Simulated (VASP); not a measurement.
Set up this calculation in VASP 6.6.1, as the native input.

```
Task                   : single point
Functional             : PBE
Potentials or basis    : VASP PAW PBE potentials, release 64 (Al, Te, O)
Cutoff                 : 520 eV
k mesh                 : 9 × 9 × 6
Occupations            : gaussian, width 0.1 eV
Spin                   : no spin polarisation
Dipole correction      : no
Further INCAR settings : ALGO = Normal; EDIFF = 1e-07; NBANDS = 20
```

The structure of Al2Te2O lies in POSCAR:

```
Al2Te2O
1.0
    5.5717151485      0.0000000000      0.0000000000
   -2.7858575743      4.8252468613      0.0000000000
    0.0000000000      0.0000000000      6.1286426080
Al Te O
2 2 1
Direct
    0.0000000000      0.0000000000      0.7248904207
    0.0000000000      0.0000000000      0.2751095793
    0.3333333333      0.6666666667      0.0000000000
    0.6666666667      0.3333333333      0.0000000000
    0.0000000000      0.0000000000      0.0000000000
```

One way to write it, as run:

INCAR

```
SYSTEM = Al2Te2O
PREC = Accurate ; ENCUT = 520
EDIFF = 1E-7 ; ISMEAR = 0
SIGMA = 0.1 ; LREAL = .False.
LASPH = .True. ; NELM = 100
ALGO = Normal ; ISIF = 2
LWAVE = .False. ; LCHARG = .True.
GGA = PE ; LELF = .True.
LVHAR = .True. ; NBANDS = 20
```

KPOINTS

```
regular mesh
0
Gamma
  9 9 6
  0 0 0
```

Potentials or basis: VASP PAW PBE potentials, release 64 (Al, Te, O).

Run with:

```console
$ cat potpaw_PBE.64/Al/POTCAR potpaw_PBE.64/Te/POTCAR potpaw_PBE.64/O/POTCAR > POTCAR
$ mpirun -np 1 vasp_std > vasp.out
```

It gave:

```json
{"Pressure": "0.0 GPa", "Largest force": "0.049 eV/Å", "Band gap on the k mesh": "zero (band 12 reaches 3.53 eV, above the bottom of band 13 at 2.95 eV)"}
```

Caveat: spin-orbit coupling is left out, which moves the levels of the heavy elements.

Run time: 4.9 min on 1 thread of AMD EPYC 7R43 64-Core Processor (Zen 3), on a shared host, peak memory 0.33 GiB.
